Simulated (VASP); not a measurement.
# Mg in VASP: further runs, part 2 of 2

VASP 6.6.1.

### Step 3. Single point, PBE

INCAR

```
  ALGO = Normal
  DIPOL = 0.5 0.5 0.282
  EDIFF = 1E-6
  ENCUT = 520
  GGA = PE
  IDIPOL = 3
  ISIF = 2
  ISMEAR = 0
  LASPH = T
  LCHARG = T
  LDIPOL = T
  LELF = T
  LREAL = F
  LVACPOTAV = T
  LVHAR = T
  LWAVE = F
  NBANDS = 9
  NELM = 60
  PREC = Accurate
  SIGMA = 0.1
```

KPOINTS

```
k-points
0
Gamma
  18 18 1
```

POSCAR

```
Mg
1.0
    2.9622760460      0.0000000000      0.0000000000
    0.0000000000      2.9622760460      0.0000000000
    0.0000000000      0.0000000000     30.1037912955
Mg
2
Direct
    0.0000000000      0.0000000000      0.2309623807
    0.0000000000      0.0000000000      0.3337505431
```

Potentials or basis: VASP PAW PBE potentials, release 64 (Mg).

Run with:

```bash
> cat potpaw_PBE.64/Mg/POTCAR > POTCAR
> mpirun -np 1 vasp_std > vasp.out
```

OUTCAR:

```text
EDIFF = 1E-6
   ENCUT = 520
   GGA = PE
   ISIF = 2
   ISMEAR = 0
   LASPH = T
   LREAL = F
   NELM = 60
   PREC = Accurate

 ion  position               nearest neighbor table
   1  0.000  0.000  0.231-   2 3.09
   2  0.000  0.000  0.334-   1 3.09

  LATTYP: Found a simple tetragonal cell.
 ALAT       =     2.9622760460
 C/A-ratio  =    10.1623855536

  Lattice vectors:

 A1 = (   2.9622760460,   0.0000000000,   0.0000000000)
 A2 = (   0.0000000000,   2.9622760460,   0.0000000000)
 A3 = (   0.0000000000,   0.0000000000,  30.1037912955)

Analysis of symmetry for initial positions (statically):
=====================================================================
 Subroutine PRICEL returns:
 Original cell was already a primitive cell.

 Routine SETGRP: Setting up the symmetry group for a
 simple tetragonal supercell.

 Subroutine GETGRP returns: Found 16 space group operations
 (whereof  8 operations were pure point group operations)
 out of a pool of 16 trial point group operations.

The static configuration has the point symmetry C_4v.
 The point group associated with its full space group is D_4h.

Analysis of symmetry for dynamics (positions and initial velocities):
=====================================================================
 Subroutine PRICEL returns:
 Original cell was already a primitive cell.

 Routine SETGRP: Setting up the symmetry group for a
 simple tetragonal supercell.

 Subroutine GETGRP returns: Found 16 space group operations
 (whereof  8 operations were pure point group operations)
 out of a pool of 16 trial point group operations.

The dynamic configuration has the point symmetry C_4v.
 The point group associated with its full space group is D_4h.

 Subroutine INISYM returns: Found 16 space group operations
 (whereof  8 operations are pure point group operations),
 and found     1 'primitive' translations

----------------------------------------------------------------------------------------

                                     Primitive cell

  volume of cell :     264.1632

  direct lattice vectors                    reciprocal lattice vectors
     2.962276046  0.000000000  0.000000000     0.337578262  0.000000000  0.000000000
     0.000000000  2.962276046  0.000000000     0.000000000  0.337578262  0.000000000
     0.000000000  0.000000000 30.103791295     0.000000000  0.000000000  0.033218407

  length of vectors
     2.962276046  2.962276046 30.103791295     0.337578262  0.337578262  0.033218407

  position of ions in fractional coordinates (direct lattice)
     0.000000000  0.000000000  0.230962381
     0.000000000  0.000000000  0.333750543

  ion indices of the primitive-cell ions
   primitive index   ion index
                 1           1
                 2           2

----------------------------------------------------------------------------------------

 KPOINTS: k-points

Automatic generation of k-mesh.
 Grid dimensions read from file:
 generate k-points for:   18   18    1

 Generating k-lattice:

  Cartesian coordinates                     Fractional coordinates (reciprocal lattice)
     0.018754348  0.000000000  0.000000000     0.055555556  0.000000000  0.000000000
     0.000000000  0.018754348  0.000000000     0.000000000  0.055555556  0.000000000
     0.000000000  0.000000000  0.033218407     0.000000000  0.000000000  1.000000000

  Length of vectors
     0.018754348  0.018754348  0.033218407

  Shift w.r.t. Gamma in fractional coordinates (k-lattice)
     0.000000000  0.000000000  0.000000000

 Subroutine IBZKPT returns following result:
 ===========================================

 Found     55 irreducible k-points:

 Following reciprocal coordinates:
            Coordinates               Weight
  0.000000  0.000000  0.000000      1.000000
  0.055556  0.000000  0.000000      4.000000
  0.111111  0.000000  0.000000      4.000000
  0.166667  0.000000  0.000000      4.000000
  0.222222  0.000000  0.000000      4.000000
  0.277778  0.000000  0.000000      4.000000
[... 16 lines left out ...]
  0.277778  0.111111  0.000000      8.000000
  0.333333  0.111111  0.000000      8.000000
 [... further k-points ...]
   k-points           NKPTS =     55   k-points in BZ     NKDIM =     55   number of bands    NBANDS=      9
   number of dos      NEDOS =    301   number of ions     NIONS =      2
   total plane-waves  NPLWV = 129024
   dimension x,y,z NGX =    24 NGY =   24 NGZ =  224
   dimension x,y,z NGXF=    48 NGYF=   48 NGZF=  448
   ions per type =               2
   NGX,Y,Z   is equivalent  to a cutoff of  13.47, 13.47, 12.37 a.u.
   NGXF,Y,Z  is equivalent  to a cutoff of  26.94, 26.94, 24.74 a.u.
 SYSTEM =  unknown system
   PREC   = accura    normal or accurate (medium, high low for compatibility)
   ISTART =      0    job   : 0-new  1-cont  2-samecut
   ICHARG =      2    charge: 1-file 2-atom 10-const
   ISPIN  =      1    spin polarized calculation?
   LNONCOLLINEAR =      F non collinear calculations
   LSORBIT =      F    spin-orbit coupling
   LASPH  =      T    aspherical Exc in radial PAW
   ENCUT  =  520.0 eV  38.22 Ry    6.18 a.u.   5.51  5.51 55.97*2*pi/ulx,y,z
   NELM   =     60;   NELMIN=  2; NELMDL= -5     # of ELM steps
   EDIFF  = 0.1E-05   stopping-criterion for ELM
   LREAL  =      F    real-space projection
   EDIFFG = 0.1E-04   stopping-criterion for IOM
   NSW    =      0    number of steps for IOM
   IBRION =     -1    ionic relax: 0-MD 1-quasi-New 2-CG
   NFREE  =      0    steps in history (QN), initial steepest desc. (CG)
   ISIF   =      2    stress and relaxation
   ISYM   =      2    0-nonsym 1-usesym 2-fastsym
   POTIM  = 0.5000    time-step for ionic-motion
   TEBEG  =    0.0;   TEEND  =   0.0 temperature during run
   PSTRESS=    0.0 pullay stress
   NELECT =       4.0000    total number of electrons
   NUPDOWN=      -1.0000    fix difference up-down
   EMIN   =  10.00;   EMAX   =-10.00  energy-range for DOS
   EFERMI =   0.00;   METHOD = LEGACY
   ISMEAR =     0;   SIGMA  =   0.10  broadening in eV -4-tet -1-fermi 0-gaus
   EFERMI_NEDOS =   21; number of points for ismear=-14 and -15
   IALGO  =     38    algorithm
   IMIX   =      4    mixing-type and parameters
     AMIX     =   0.40;   BMIX     =  1.00
     AMIX_MAG =   1.60;   BMIX_MAG =  1.00
  volume/ion in A,a.u.               =     132.08       891.33
  Fermi-wavevector in a.u.,A,eV,Ry     =   0.405015  0.765367  2.231857  0.164037
  Thomas-Fermi vector in A             =   1.357029
   LORBIT       =      0    0 simple, 1 ext, 2 COOP (PROOUT), +10 PAW based schemes
   GGA     = PE    functional components
   LHFCALC =     F    Hartree Fock is set to
   AEXX    =    0.0000 exact exchange contribution
   IVDW    =     0    specifies the selected vdW correction
   LEPSILON=     F    determine dielectric tensor
   LRPA    =     F    only Hartree local field effects (RPA)
 non-spin polarized calculation
 Gauss-broadening in eV      SIGMA  =   0.10
  energy-cutoff  :      520.00
  volume of cell :      264.16
 maximum number of plane-waves:      7207
 NGX is ok and might be reduce to    24
   NGX = 11   NGY = 11   NGZ =111

 dipolmoment           0.000000      0.000000     -0.000003 electrons x Angstroem

 number of electron       4.0000000 magnetization

 dipolmoment           0.000000      0.000000      0.000001 electrons x Angstroem

 Free energy of the ion-electron system (eV)
  ---------------------------------------------------
  ext. energy  EPLUGINS =         0.00000000
  ---------------------------------------------------
  free energy    TOTEN  =        -1.83679314 eV

  energy without entropy =       -1.83144741  energy(sigma->0) =       -1.83412027

 E-fermi :  -2.6111     XC(G=0):  -2.1447

 val. band max:       -2.6169097122   @ k =   0.1667   0.1667   0.0000
 cond. band min:      -2.6081707938   @ k =   0.5000   0.0000   0.0000
 fundamental gap:      0.0087389184
 Fermi energy:        -2.6110844986

 k-point     1 :       0.0000    0.0000    0.0000
  band No.  band energies     occupation
      1      -8.2314      2.00000
      2      -6.6054      2.00000
      3      -3.5116      2.00000
      4      -0.7874      0.00000
      5       0.7204      0.00000
      6       1.2425      0.00000
      7       1.2712      0.00000
      8       1.9611      0.00000
      9       2.0899      0.00000
[... 265 lines left out ...]
 k-point    24 :       0.3333    0.1111    0.0000
  band No.  band energies     occupation
      1      -6.1412      2.00000
      2      -4.5205      2.00000
      3      -1.5657      0.00000
      4      -0.6730      0.00000
      5       0.6920      0.00000
      6       1.4539      0.00000
      7       2.8275      0.00000
      8       3.3478      0.00000
      9       3.3849      0.00000

 [... further k-points ...]
[... 5 lines left out ...]
  --------------------------------------------------------------------------------------
  -------------------------------------------------------------------------------------
  Total       -0.0169373     -0.0169373     -0.0092903      0.0000000      0.0000000     -0.0000000
  in kB       -0.1027267     -0.1027267     -0.0563468      0.0000000      0.0000000     -0.0000000
  external PRESSURE =      -0.0872667 kB  Pullay stress =       0.0000000 kB

 VOLUME and BASIS-vectors are now :
 -----------------------------------------------------------------------------
  energy-cutoff  :      520.00
  volume of cell :      264.16
      direct lattice vectors                 reciprocal lattice vectors
     2.962276046  0.000000000  0.000000000     0.337578262  0.000000000  0.000000000
     0.000000000  2.962276046  0.000000000     0.000000000  0.337578262  0.000000000
     0.000000000  0.000000000 30.103791295     0.000000000  0.000000000  0.033218407

 POSITION                                       TOTAL-FORCE (eV/Angst)
 -----------------------------------------------------------------------------------
      0.00000      0.00000      6.95284         0.000000     -0.000000      0.002878
      0.00000      0.00000     10.04716         0.000000      0.000000     -0.002878
 -----------------------------------------------------------------------------------
    total drift:                                0.000000     -0.000000      0.000004

  FREE ENERGIE OF THE ION-ELECTRON SYSTEM (eV)
  ---------------------------------------------------
  free  energy   TOTEN  =        -1.8367931397 eV

  energy  without entropy=       -1.8314474076  energy(sigma->0) =       -1.83412027

 vacuum level on the upper side and lower side of the slab         1.180         1.180
```

OSZICAR:

```text
N       E                     dE             d eps       ncg     rms          rms(c)
DAV:   1     0.606752753753E+01    0.60675E+01   -0.11529E+03   990   0.271E+02
DAV:   2    -0.175679345381E+01   -0.78243E+01   -0.71392E+01  1411   0.286E+01
DAV:   3    -0.189650604240E+01   -0.13971E+00   -0.13919E+00  1301   0.498E+00
DAV:   4    -0.189852367523E+01   -0.20176E-02   -0.20174E-02  1450   0.673E-01
DAV:   5    -0.189857627989E+01   -0.52605E-04   -0.52605E-04  1440   0.920E-02    0.954E-01
DAV:   6    -0.185181527071E+01    0.46761E-01   -0.10353E-01  1131   0.618E-01    0.579E-01
DAV:   7    -0.183704895119E+01    0.14766E-01   -0.76724E-02  1250   0.649E-01    0.157E-01
DAV:   8    -0.183665269754E+01    0.39625E-03   -0.63876E-03  1176   0.315E-01    0.340E-02
DAV:   9    -0.183667897668E+01   -0.26279E-04   -0.21687E-04  1470   0.599E-02    0.180E-02
DAV:  10    -0.183664015309E+01    0.38824E-04   -0.16678E-04  1290   0.308E-02    0.801E-03
DAV:  11    -0.183669154240E+01   -0.51389E-04   -0.22513E-05  1149   0.129E-02    0.397E-03
DAV:  12    -0.183673469851E+01   -0.43156E-04   -0.16535E-05  1108   0.952E-03    0.220E-03
DAV:  13    -0.183676858017E+01   -0.33882E-04   -0.87483E-06  1159   0.703E-03    0.677E-04
DAV:  14    -0.183678035576E+01   -0.11776E-04   -0.96036E-07  1134   0.318E-03    0.436E-04
DAV:  15    -0.183678817080E+01   -0.78150E-05   -0.61001E-07  1077   0.209E-03    0.181E-04
DAV:  16    -0.183679123398E+01   -0.30632E-05   -0.46614E-08  1175   0.585E-04    0.889E-05
DAV:  17    -0.183679225883E+01   -0.10248E-05   -0.53083E-08  1124   0.371E-04    0.546E-05
DAV:  18    -0.183679313973E+01   -0.88090E-06   -0.20720E-08  1172   0.212E-04
   1 F= -.18367931E+01 E0= -.18341203E+01  d E =-.534573E-02
```

It took 79 s on 1 thread of Intel Xeon Platinum 8488C (Sapphire Rapids), shared host; peak memory 0.39 GiB.

What came out:

```yaml
Free_energy: -1.8368 eV
Band_gap_on_the_k_mesh: zero (bands 2 and 3 overlap by 3.06 eV)
```

Forces on the atoms (eV/Å):
```
Mg   0.000  0.000  0.003
Mg   0.000  0.000 -0.003
```
